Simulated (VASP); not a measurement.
# Bi (Pmma) in VASP: further runs

Runs on Bi. Level: PBE. Tasks: single point, relaxation of cell and atoms.

Program: VASP 6.6.1. These are calculated values, not measurements. Logs are shortened: lines on timing, memory, paths and dates and some standing lists are left out, and cuts for length are marked.

## (1) The cell of the first run

Symmetry: Pmma, No. 51, orthorhombic system. The conventional cell has a = 5.893 Å, b = 3.195 Å, c = 3.599 Å, α = 90.00°, β = 90.00°, γ = 90.00°. Within 4.2 Å of Bi (site symmetry mm2) lie 8 Bi at 3.20 to 3.61 Å.

## (2) Single point, PBE

The input, INCAR:

```
SYSTEM = Bi
ALGO = Normal
EDIFF = 1E-6
ENCUT = 520
GGA = PE
ISIF = 2
ISMEAR = 0
LASPH = .TRUE.
LCHARG = .FALSE.
LREAL = .FALSE.
LWAVE = .FALSE.
NBANDS = 22
NELM = 100
PREC = Accurate
SIGMA = 0.1
```

The input, KPOINTS:

```
k-points
0
G
  4 6 4
  0 0 0
```

The input, POSCAR:

```
Bi
1.0
    5.8934675429      0.0000000000      0.0000000000
    0.0000000000      3.1950500201      0.0000000000
    0.0000000000      0.0000000000      3.5986503784
Bi
2
Direct
    0.2500000000      0.0000000000      0.2899315917
    0.7500000000      0.0000000000      0.7100684083
```

Potentials or basis: VASP PAW PBE potentials, release 64 (Bi_d).

Started as:

```bash
$ cat potpaw_PBE.64/Bi_d/POTCAR > POTCAR
$ mpirun -np 1 vasp_std > vasp.out
```

OUTCAR:

```text
SYSTEM = Bi
   EDIFF = 1E-6
   ENCUT = 520
   GGA = PE
   ISIF = 2
   ISMEAR = 0
   LASPH = .TRUE.
   LREAL = .FALSE.
   NELM = 100
   PREC = Accurate

 ion  position               nearest neighbor table
   1  0.250  0.000  0.290-   2 3.31   2 3.31   2 3.61   2 3.61
   2  0.750  0.000  0.710-   1 3.31   1 3.31   1 3.61   1 3.61

  LATTYP: Found a simple orthorhombic cell.
 ALAT       =     3.1950500201
 B/A-ratio  =     1.1263205132
 C/A-ratio  =     1.8445619023

  Lattice vectors:

 A1 = (   0.0000000000,   3.1950500201,   0.0000000000)
 A2 = (   0.0000000000,   0.0000000000,   3.5986503784)
 A3 = (   5.8934675429,   0.0000000000,   0.0000000000)

Analysis of symmetry for initial positions (statically):
=====================================================================
 Subroutine PRICEL returns:
 Original cell was already a primitive cell.

 Routine SETGRP: Setting up the symmetry group for a
 simple orthorhombic supercell.

 Subroutine GETGRP returns: Found  8 space group operations
 (whereof  4 operations were pure point group operations)
 out of a pool of  8 trial point group operations.

The static configuration has the point symmetry C_2h.
 The point group associated with its full space group is D_2h.

Analysis of symmetry for dynamics (positions and initial velocities):
=====================================================================
 Subroutine PRICEL returns:
 Original cell was already a primitive cell.

 Routine SETGRP: Setting up the symmetry group for a
 simple orthorhombic supercell.

 Subroutine GETGRP returns: Found  8 space group operations
 (whereof  4 operations were pure point group operations)
 out of a pool of  8 trial point group operations.

The dynamic configuration has the point symmetry C_2h.
 The point group associated with its full space group is D_2h.

 Subroutine INISYM returns: Found  8 space group operations
 (whereof  4 operations are pure point group operations),
 and found     1 'primitive' translations

----------------------------------------------------------------------------------------

                                     Primitive cell

  volume of cell :      67.7623

  direct lattice vectors                    reciprocal lattice vectors
     5.893467543  0.000000000  0.000000000     0.169679394  0.000000000  0.000000000
     0.000000000  3.195050020  0.000000000     0.000000000  0.312984145  0.000000000
     0.000000000  0.000000000  3.598650378     0.000000000  0.000000000  0.277881954

  length of vectors
     5.893467543  3.195050020  3.598650378     0.169679394  0.312984145  0.277881954

  position of ions in fractional coordinates (direct lattice)
     0.250000000  0.000000000  0.289931592
     0.750000000  0.000000000  0.710068408

  ion indices of the primitive-cell ions
   primitive index   ion index
                 1           1
                 2           2

----------------------------------------------------------------------------------------

 KPOINTS: k-points

Automatic generation of k-mesh.
 Grid dimensions read from file:
 generate k-points for:    4    6    4

 Generating k-lattice:

  Cartesian coordinates                     Fractional coordinates (reciprocal lattice)
     0.042419848  0.000000000  0.000000000     0.250000000  0.000000000  0.000000000
     0.000000000  0.052164024  0.000000000     0.000000000  0.166666667  0.000000000
     0.000000000  0.000000000  0.069470489     0.000000000  0.000000000  0.250000000

  Length of vectors
     0.042419848  0.052164024  0.069470489

  Shift w.r.t. Gamma in fractional coordinates (k-lattice)
     0.000000000  0.000000000  0.000000000

 Subroutine IBZKPT returns following result:
 ===========================================

 Found     36 irreducible k-points:

 Following reciprocal coordinates:
            Coordinates               Weight
  0.000000  0.000000  0.000000      1.000000
  0.250000  0.000000  0.000000      2.000000
  0.500000  0.000000  0.000000      1.000000
  0.000000  0.166667  0.000000      2.000000
  0.250000  0.166667  0.000000      4.000000
  0.500000  0.166667  0.000000      2.000000
[... 16 lines left out ...]
  0.250000  0.500000  0.250000      4.000000
  0.500000  0.500000  0.250000      2.000000
 [... further k-points ...]
   k-points           NKPTS =     36   k-points in BZ     NKDIM =     36   number of bands    NBANDS=     22
   number of dos      NEDOS =    301   number of ions     NIONS =      2
   total plane-waves  NPLWV =  32256
   dimension x,y,z NGX =    48 NGY =   24 NGZ =   28
   dimension x,y,z NGXF=    96 NGYF=   48 NGZF=   56
   ions per type =               2
   NGX,Y,Z   is equivalent  to a cutoff of  13.54, 12.49, 12.94 a.u.
   NGXF,Y,Z  is equivalent  to a cutoff of  27.08, 24.98, 25.87 a.u.
 SYSTEM =  Bi
   PREC   = accura    normal or accurate (medium, high low for compatibility)
   ISTART =      0    job   : 0-new  1-cont  2-samecut
   ICHARG =      2    charge: 1-file 2-atom 10-const
[... 35 lines left out ...]
   LEPSILON=     F    determine dielectric tensor
   LRPA    =     F    only Hartree local field effects (RPA)
 non-spin polarized calculation
 Gauss-broadening in eV      SIGMA  =   0.10
  energy-cutoff  :      520.00
  volume of cell :       67.76
 maximum number of plane-waves:      1852
 NGX is ok and might be reduce to    48

 number of electron      30.0000004 magnetization

 Free energy of the ion-electron system (eV)
  ---------------------------------------------------
  ext. energy  EPLUGINS =         0.00000000
  ---------------------------------------------------
  free energy    TOTEN  =        -7.71183208 eV

  energy without entropy =       -7.70459109  energy(sigma->0) =       -7.70821158

 E-fermi :   6.7248     XC(G=0):  -9.8030

 val. band max:        6.6842051169   @ k =   0.2500   0.3333   0.2500
 cond. band min:       6.7959641347   @ k =   0.2500   0.3333   0.2500
 fundamental gap:      0.1117590179
 Fermi energy:         6.7248339530

 k-point     1 :       0.0000    0.0000    0.0000
  band No.  band energies     occupation
      1     -16.2141      2.00000
      2     -16.1560      2.00000
      3     -16.0782      2.00000
      4     -16.0457      2.00000
      5     -16.0317      2.00000
      6     -15.9570      2.00000
[... 14 lines left out ...]
     21      14.9992      0.00000
     22      16.2744      0.00000

 k-point     2 :       0.2500    0.0000    0.0000
  band No.  band energies     occupation
      1     -16.2011      2.00000
      2     -16.1581      2.00000
      3     -16.0821      2.00000
      4     -16.0567      2.00000
      5     -16.0120      2.00000
      6     -15.9481      2.00000
[... 14 lines left out ...]
     21      14.7804      0.00000
     22      16.3430      0.00000

 k-point     3 :       0.5000    0.0000    0.0000
  band No.  band energies     occupation
      1     -16.1738      2.00000
      2     -16.1738      2.00000
      3     -16.0771      2.00000
      4     -16.0771      2.00000
      5     -15.9684      2.00000
      6     -15.9684      2.00000
[... 14 lines left out ...]
     21      15.3438      0.00000
     22      15.3438      0.00000

 k-point     4 :       0.0000    0.1667    0.0000
  band No.  band energies     occupation
      1     -16.1359      2.00000
      2     -16.1046      2.00000
      3     -16.0750      2.00000
      4     -16.0415      2.00000
      5     -15.9939      2.00000
      6     -15.9884      2.00000
[... 14 lines left out ...]
     21      14.4741      0.00000
     22      16.6099      0.00000

 k-point     5 :       0.2500    0.1667    0.0000
  band No.  band energies     occupation
      1     -16.1216      2.00000
      2     -16.1032      2.00000
      3     -16.0657      2.00000
      4     -16.0531      2.00000
      5     -15.9920      2.00000
      6     -15.9785      2.00000
[... 417 lines left out ...]
 k-point    22 :       0.0000    0.5000    0.2500
  band No.  band energies     occupation
      1     -16.0690      2.00000
      2     -16.0602      2.00000
      3     -16.0407      2.00000
      4     -16.0261      2.00000
      5     -16.0187      2.00000
      6     -15.9967      2.00000
[... 14 lines left out ...]
     21      13.7514      0.00000
     22      15.5803      0.00000

 k-point    23 :       0.2500    0.5000    0.2500
  band No.  band energies     occupation
      1     -16.0753      2.00000
      2     -16.0666      2.00000
      3     -16.0403      2.00000
      4     -16.0398      2.00000
      5     -16.0263      2.00000
      6     -15.9994      2.00000
[... 14 lines left out ...]
     21      12.7959      0.00000
     22      16.1319      0.00000

 k-point    24 :       0.5000    0.5000    0.2500
  band No.  band energies     occupation
      1     -16.0712      2.00000
      2     -16.0712      2.00000
      3     -16.0555      2.00000
      4     -16.0555      2.00000
      5     -16.0110      2.00000
      6     -16.0110      2.00000
[... 14 lines left out ...]
     21      14.6272      0.00000
     22      14.6272      0.00000

 [... further k-points ...]

------------------------ aborting loop because EDIFF is reached ----------------------------------------

  FORCE on cell =-STRESS in cart. coord.  units (eV):
  Direction    XX          YY          ZZ          XY          YZ          ZX
  --------------------------------------------------------------------------------------
  -------------------------------------------------------------------------------------
  Total       -0.0892585      0.0731770     -0.0104634      0.0000000      0.0000000      0.0000000
  in kB       -2.1104337      1.7302027     -0.2473969      0.0000000      0.0000000      0.0000000
  external PRESSURE =      -0.2092093 kB  Pullay stress =       0.0000000 kB

 VOLUME and BASIS-vectors are now :
 -----------------------------------------------------------------------------
  energy-cutoff  :      520.00
  volume of cell :       67.76
      direct lattice vectors                 reciprocal lattice vectors
     5.893467543  0.000000000  0.000000000     0.169679394  0.000000000  0.000000000
     0.000000000  3.195050020  0.000000000     0.000000000  0.312984145  0.000000000
     0.000000000  0.000000000  3.598650378     0.000000000  0.000000000  0.277881954

 POSITION                                       TOTAL-FORCE (eV/Angst)
 -----------------------------------------------------------------------------------
      1.47337      0.00000      1.04336         0.000000      0.000000      0.016417
      4.42010      0.00000      2.55529        -0.000000      0.000000     -0.016417
 -----------------------------------------------------------------------------------
    total drift:                                0.000000     -0.000000     -0.000000

  FREE ENERGIE OF THE ION-ELECTRON SYSTEM (eV)
  ---------------------------------------------------
  free  energy   TOTEN  =        -7.7118320797 eV

  energy  without entropy=       -7.7045910855  energy(sigma->0) =       -7.70821158
```

Wall time 25 s (1 thread of Intel Xeon Platinum 8259CL at 2.50GHz (Skylake/Cascade Lake), shared host); peak memory 0.19 GiB.

What came out:

```
Free energy            : -7.7118 eV
Pressure               : 0.0 GPa
Largest force          : 0.016 eV/Å
Band gap on the k mesh : zero (band 15 reaches 9.87 eV, above the bottom of band 16 at 4.06 eV)
```

Forces in eV/Å, atoms in the order of the input:
```
Bi   0.000  0.000  0.016
Bi   0.000  0.000 -0.016
```

Caveat: the k points lie up to 0.44 Å⁻¹ apart; spin-orbit coupling is left out, which moves the levels of the heavy elements.

## (3) Relaxation of cell and atoms, PBE

This run uses another cell than the first one, of 38.10 Å³/atom, 1.124 times its volume.

The input, INCAR:

```
SYSTEM = Bi
  PREC = Accurate
  ENCUT = 600
  EDIFF = 1E-6
  ISMEAR = 0
  SIGMA = 0.1
  LREAL = .False.
  LASPH = .True.
  NELM = 80
  ALGO = Normal
  ISIF = 3
  LWAVE = .False.
  LCHARG = .False.
  GGA = PE
  IBRION = 2
  NSW = 90
  EDIFFG = -0.04
```

The input, KPOINTS:

```
Automatic mesh
0
Gamma
  4 6 4
  0 0 0
```

The input, POSCAR:

```
Bi
1.0
    6.7816323900      0.0000000000      0.0000000000
    0.0000000000      2.5747290800      0.0000000000
    0.0000000000      0.0000000000      4.3637139300
Bi
2
Direct
    0.2500000000      0.0000000000      0.3199127900
    0.7500000000      0.0000000000      0.6800872100
```

Potentials or basis: VASP PAW PBE potentials, release 64 (Bi_d).

Started as:

```bash
$ cat potpaw_PBE.64/Bi_d/POTCAR > POTCAR
$ mpirun -np 1 vasp_std > vasp.out
```

Wall time 12 min (1 thread of Intel Xeon Platinum 8259CL at 2.50GHz (Skylake/Cascade Lake), shared host); peak memory 0.24 GiB.

It converged, with:

| Property | Result |
| --- | --- |
| Free energy | -7.7100 eV |
| Relaxed volume | 33.88 Å³/atom |
| Relaxed cell | a = 5.891 Å, b = 3.199 Å, c = 3.595 Å, α = 90.00°, β = 90.00°, γ = 90.00° |
| Space group after relaxing (to 0.05 Å) | Pmma (No. 51) |
| Energy gained by relaxing | 1678.6 meV/atom |
| Ionic steps | 28 |
| Pressure after relaxing | 0.0 GPa |
| Largest force after relaxing | 0.003 eV/Å |
| Band gap on the k mesh | zero (band 15 reaches 9.87 eV, above the bottom of band 16 at 4.05 eV) |

Forces in eV/Å, atoms in the order of the input:
```
Bi   0.000  0.000  0.003
Bi   0.000  0.000 -0.003
```

Stress tensor (GPa, compression positive):
```
 0.00  0.00  0.00
 0.00 -0.05  0.00
 0.00  0.00  0.16
```

The path:
| step | energy change (eV) | largest force (eV/Å) | pressure (GPa) | volume (Å³) |
| --- | --- | --- | --- | --- |
| 1 | 0.0000 | 0.0435 | 14.86 | 76.19 |
| 2 | -1.6263 | 0.2284 | -7.08 | 113.57 |
| 3 | -2.5071 | 0.2237 | -5.88 | 95.47 |
| 4 | -2.5200 | 0.2144 | -5.43 | 94.31 |
| 5 | -2.5216 | 0.2107 | -5.15 | 93.61 |
| 6 | -3.1446 | 0.1121 | -3.81 | 78.93 |
| 7 | -3.1748 | 0.2373 | -2.70 | 76.01 |
| 8 | -3.2919 | 0.2892 | 1.41 | 67.93 |
| 9 | -3.2925 | 0.2929 | 1.05 | 68.41 |
| 10 | -3.3435 | 0.1020 | 0.51 | 67.94 |
| 11 | -3.3444 | 0.0860 | 0.45 | 67.86 |
| 12 | -3.3459 | 0.0854 | -0.34 | 68.74 |
| 13 | -3.3475 | 0.0873 | 0.02 | 68.37 |
| 14 | -3.3482 | 0.0756 | -0.08 | 68.48 |
| 15 | -3.3492 | 0.0534 | -0.33 | 68.78 |
| 16 | -3.3497 | 0.0530 | -0.26 | 68.67 |
| 17 | -3.3509 | 0.0601 | -0.09 | 68.35 |
| 18 | -3.3525 | 0.0834 | 0.27 | 67.70 |
| 19 | -3.3511 | 0.0648 | 1.14 | 66.41 |
| 20 | -3.3529 | 0.0926 | 0.46 | 67.37 |
| 21 | -3.3529 | 0.0908 | 0.63 | 67.10 |
| 22 | -3.3531 | 0.0874 | 0.62 | 67.06 |
| 23 | -3.3536 | 0.0735 | 0.71 | 66.96 |
| 24 | -3.3539 | 0.0428 | 0.82 | 66.75 |
| 25 | -3.3548 | 0.0350 | 0.71 | 66.89 |
| 26 | -3.3564 | 0.0173 | 0.41 | 67.26 |
| 27 | -3.3570 | 0.0155 | -0.18 | 68.01 |
| 28 | -3.3571 | 0.0031 | 0.04 | 67.76 |

Final structure:
```xyz
2
Lattice="5.8913 0.0000 0.0000 0.0000 3.1989 0.0000 0.0000 0.0000 3.5953" Properties=species:S:1:pos:R:3 pbc="T T T"
Bi    1.4728    0.0000    1.0466
Bi    4.4185    0.0000    2.5487
```

Levels at points of the mesh, in eV from the Fermi level:
| k point | band 13 | band 14 | band 15 | band 16 | band 17 | band 18 |
| --- | --- | --- | --- | --- | --- | --- |
| (0.00, 0.00, 0.00) | -4.69 | 0.83 | 3.14 | 3.64 | 4.24 | 5.45 |
| (0.50, 0.00, 0.00) | -1.01 | -1.01 | 1.89 | 1.89 | 4.68 | 4.68 |
| (0.00, 0.50, 0.00) | -4.95 | -2.72 | -2.47 | 2.78 | 3.22 | 5.23 |
| (0.50, 0.50, 0.00) | -3.97 | -3.97 | 1.09 | 1.09 | 3.90 | 3.90 |
| (0.00, 0.00, 0.50) | -3.61 | -2.93 | -2.23 | -0.67 | 5.49 | 6.25 |
| (0.50, 0.00, 0.50) | -4.68 | -4.68 | 1.58 | 1.58 | 5.88 | 5.88 |
| (0.00, 0.50, 0.50) | -3.15 | -2.50 | -1.53 | -0.89 | -0.26 | 1.48 |
| (0.50, 0.50, 0.50) | -2.78 | -2.78 | -2.67 | -2.67 | 3.04 | 3.56 |

Caveat: the k points lie up to 0.44 Å⁻¹ apart in the final cell; spin-orbit coupling is left out, which moves the levels of the heavy elements.

## (4) Single point, PBE

This run uses another cell than the first one: it holds 8 atoms, not 2.

The input, INCAR:

```
PREC     = Accurate       # precision mode
ENCUT    = 520            # plane-wave cutoff, eV
EDIFF    = 1E-6           # SCF threshold, eV
ISMEAR   = 0              # smearing method
SIGMA    = 0.2            # smearing width, eV
LREAL    = F              # projectors in reciprocal space
LASPH    = T              # aspherical terms in the spheres
NELM     = 100            # most SCF steps
ALGO     = Fast           # electronic algorithm
ISIF     = 2              # what is computed and relaxed
LWAVE    = F              # write WAVECAR
LCHARG   = T              # write CHGCAR
GGA      = PE             # functional
LELF     = T              # ELF
LVHAR    = T            
NBANDS   = 70             # bands
```

The input, KPOINTS:

```
Automatic mesh
0
Gamma
  6 4 2
```

The input, POSCAR:

```
Bi
1.0
    0.0000000000      0.0000000000     -3.2904808853
    0.0000000000     -6.5387686775      0.0000000000
  -13.0275423225      0.0000000000      0.0000000000
Bi
8
Direct
    0.5566531657      0.0000000000      0.8750000000
    0.5566531657      0.5000000000      0.8750000000
    0.5566531657      0.0000000000      0.3750000000
    0.5566531657      0.5000000000      0.3750000000
    0.4433468343      0.0000000000      0.6250000000
    0.4433468343      0.5000000000      0.6250000000
    0.4433468343      0.0000000000      0.1250000000
    0.4433468343      0.5000000000      0.1250000000
```

Started as:

```bash
$ cat potpaw_PBE.64/Bi_d/POTCAR > POTCAR
$ mpirun -np 1 vasp_std > vasp.out
```

It took 7.3 min on 1 thread of Intel Xeon Platinum 8259CL at 2.50GHz (Skylake/Cascade Lake), shared host; peak memory 0.51 GiB.

It converged, with:

| Item | Value |
| --- | --- |
| Free energy | -30.8857 eV |
| Pressure | 0.0 GPa |
| Largest force | 0.008 eV/Å |
| Band gap on the k mesh | zero (band 60 reaches 9.48 eV, above the bottom of band 61 at 4.71 eV) |

Forces in eV/Å, atoms in the order of the input:
```
Bi   0.000  0.000 -0.008
Bi   0.000  0.000 -0.008
Bi   0.000  0.000 -0.008
Bi   0.000  0.000 -0.008
Bi   0.000  0.000  0.008
Bi   0.000  0.000  0.008
Bi   0.000  0.000  0.008
Bi   0.000  0.000  0.008
```

Stress tensor (GPa, compression positive):
```
 1.36  0.00  0.00
 0.00  1.87  0.00
 0.00  0.00 -3.14
```

Levels at points of the mesh, in eV from the Fermi level:
```tsv
k point	band 57	band 58	band 59	band 60	band 61	band 62	band 63	band 64
(0.00, 0.00, 0.00)	0.15	0.15	2.76	3.07	3.09	3.13	3.69	3.69
(0.50, 0.00, 0.00)	-2.37	-2.37	-2.37	-1.45	-1.34	-1.29	0.18	0.18
(0.00, 0.50, 0.00)	-0.92	-0.92	-0.92	-0.92	0.15	0.15	3.85	3.85
(0.50, 0.50, 0.00)	-2.28	-2.28	0.11	0.11	0.84	0.84	0.84	0.84
(0.00, 0.00, 0.50)	1.06	1.06	3.01	3.01	3.25	3.25	3.30	3.30
(0.50, 0.00, 0.50)	-2.05	-2.05	-1.75	-1.75	-1.70	-1.70	-0.28	-0.28
(0.00, 0.50, 0.50)	-0.26	-0.26	-0.26	-0.26	1.85	1.85	1.85	1.85
(0.50, 0.50, 0.50)	-1.31	-1.31	-1.31	-1.31	0.31	0.31	0.31	0.31
```

Caveat: spin-orbit coupling is left out, which moves the levels of the heavy elements.

## (5) Overview

| task | cell | k mesh | cutoff (eV) | smearing | gap on the mesh (eV) | pressure (GPa) | largest force (eV/Å) |
| --- | --- | --- | --- | --- | --- | --- | --- |
| single point | a = 5.893, b = 3.195, c = 3.599 Å, 2 atoms | 4 × 6 × 4 | 520 | gaussian 0.1 eV | none | 0.0 | 0.02 |
| relaxation of cell and atoms | relaxed from a = 6.782, b = 2.575, c = 4.364 Å, 2 atoms | 4 × 6 × 4 | 600 | gaussian 0.1 eV | none | 0.0 | - |
| single point | a = 3.290, b = 6.539, c = 13.028 Å, 8 atoms | 6 × 4 × 2 | 520 | gaussian 0.2 eV | none | 0.0 | 0.01 |

Alike in all rows: level PBE; potentials or basis VASP PAW PBE potentials, release 64 (Bi_d); no spin polarisation.

Caveats: some runs use coarse meshes; spin-orbit coupling is left out, which moves the levels of the heavy elements.

Total energies depend on the potentials used, so only differences within one code and one set of settings carry meaning.
